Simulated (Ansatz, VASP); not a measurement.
## One calculation of SnTe, two programs

INCAR

```
SYSTEM = SnTe
ALGO = Normal
EDIFF = 1E-6
ENCUT = 520
GGA = PE
ISIF = 2
ISMEAR = -1
LASPH = .TRUE.
LCHARG = .FALSE.
LREAL = .FALSE.
LWAVE = .FALSE.
NBANDS = 17
NELM = 60
PREC = Accurate
SIGMA = 0.02
```

KPOINTS

```
k-points
0
G
  8 8 8
  0 0 0
```

The input POSCAR:

```
SnTe
1.0
   -0.0489562160      3.1893300331      3.1893300331
    3.1893300331     -0.0489562160      3.1893300331
    3.1403738171      3.1403738171      0.0000000000
Sn Te
1 1
Direct
    0.0000000000      0.0000000000      0.0000000000
    0.5000000000      0.5000000000      0.5000000000
```

Input for Ansatz:

```yaml
crystal:
  lattice:
    - [-0.048956216, 3.1893300331, 3.1893300331]
    - [3.1893300331, -0.048956216, 3.1893300331]
    - [3.1403738171, 3.1403738171, 0.0]
  atoms:
    - { symbol: Sn, position: [0.0, 0.0, 0.0] }
    - { symbol: Te, position: [0.5, 0.5, 0.5] }
kpoints:
  mp_grid: { grid: [8, 8, 8] }
  band_path:
    path:
      - [0.0, 0.0, 0.0]
      - [0.5, 0.0, 0.5]
      - [0.625, 0.25, 0.625]
      - [0.375, 0.375, 0.75]
      - [0.5, 0.5, 0.5]
      - [0.5, 0.25, 0.75]
    npoints: 1
hamiltonian:
  xc: pbe
scf:
  occupations: { method: fermi_dirac, width: 0.02 }
  n_extra_bands: 4
output:
  forces: true
  stress: true
  eigenvalues: true
```

Change from the starting cell: shear_xy strain -3.1%.

Alike in both runs: task single point; functional PBE; k mesh 8 × 8 × 8; occupations fermi-dirac, width 0.02 eV; no spin polarisation.

```csv
,VASP,Ansatz
version,VASP 6.6.1,Ansatz 0.2.0
potentials or method,"VASP PAW PBE potentials, release 64 (Sn_d, Te)","plane waves, PAW"
plane-wave cutoff (eV),520,420
valence electrons in the cell,20,30
```

```tsv
	VASP	Ansatz	Ansatz less VASP
pressure (GPa)	0.5	0.6	+0.07
traceless stress, the component that is largest in VASP (GPa)	0.40	0.40	0.000
```

VASP's potentials hold 20 valence electrons a cell and Ansatz's 30, so a difference there can come from the potentials and not from the codes.

Neither program's run includes spin-orbit coupling.
